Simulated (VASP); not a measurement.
Input of a VASP 6.6.1 run:

INCAR

```
SYSTEM = KI
PREC = Accurate ; ENCUT = 520
EDIFF = 1E-7 ; ISMEAR = 0
SIGMA = 0.01 ; LREAL = .False.
LASPH = .True. ; NELM = 100
ALGO = Normal ; ISIF = 2
LWAVE = .False. ; LCHARG = .False.
GGA = PE ; NBANDS = 24
```

The input KPOINTS:

```
regular mesh
0
Gamma
  6 6 4
  0 0 0
```

Contents of POSCAR:

```
KI
1.0
    2.4498406849     -4.2428072294      0.0000000000
    2.4498406849      4.2428072294      0.0000000000
    0.0000000000      0.0000000000      8.5908174721
K I
2 2
Direct
    0.5000000000      0.5000000000      0.5000000000
    0.5000000000      0.5000000000      0.0000000000
    0.8333973680      0.1666026320      0.2500000000
    0.1666026320      0.8333973680      0.7500000000
```

Potentials or basis: VASP PAW PBE potentials, release 64 (K_sv, I).

Run with:

```sh
$ cat potpaw_PBE.64/K_sv/POTCAR potpaw_PBE.64/I/POTCAR > POTCAR
$ mpirun -np 1 vasp_std > vasp.out
```

(1) Predict the band gap on the k mesh.

(2) What does it give for the pressure?

Results:

(1) 3.85 eV, direct.

(2) 0.5 GPa.

Caveat: spin-orbit coupling is left out, which moves the levels of the heavy elements.
